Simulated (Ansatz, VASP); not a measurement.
Te4Pt3 in VASP and in Ansatz

```xyz
7
Lattice="2.0060 1.1582 12.3096 -2.0060 1.1582 12.3096 0.0000 -2.3164 12.3096" Properties=species:S:1:pos:R:3 pbc="T T T"
Te    0.0000    0.0000   16.5233
Te    0.0000    0.0000   20.4056
Te    0.0000    0.0000   10.9331
Te    0.0000    0.0000   25.9959
Pt    0.0000    0.0000    0.0000
Pt    0.0000    0.0000    5.4163
Pt    0.0000    0.0000   31.5126
```

Alike in both runs: functional r2SCAN; k mesh 6 × 6 × 6; occupations gaussian, width 0.1 eV; no spin polarisation.

Ansatz relaxed the structure, and its values are those at the end. VASP's run is a single point on that final structure, the one shown.

|  | VASP | Ansatz |
| --- | --- | --- |
| version | VASP 6.6.1 | Ansatz 0.2.0 |
| potentials or method | VASP PAW PBE potentials, release 64 (Te, Pt), cutoff 520 eV | scalar-relativistic, plane waves, PAW |
| valence electrons in the cell | 54 | 118 |

Ansatz gave:

* gap on the k mesh at the Fermi level (eV): none
* pressure (GPa): 0.1
* rms of the force components (eV/Å): 0.007

Q: Estimate VASP's values.

A: gap on the k mesh at the Fermi level (eV): none; pressure (GPa): 0.0; rms of the force components (eV/Å): 0.008.

VASP's potentials were made for PBE, not for r2SCAN. A gap of «none» marks a metal or a gap that the smearing closes. The functional is the same, so the differences come from potentials, cutoffs and numerics. VASP's potentials hold 54 valence electrons a cell and Ansatz's 118, so a difference there can come from the potentials and not from the codes.

Spin-orbit coupling is off throughout.
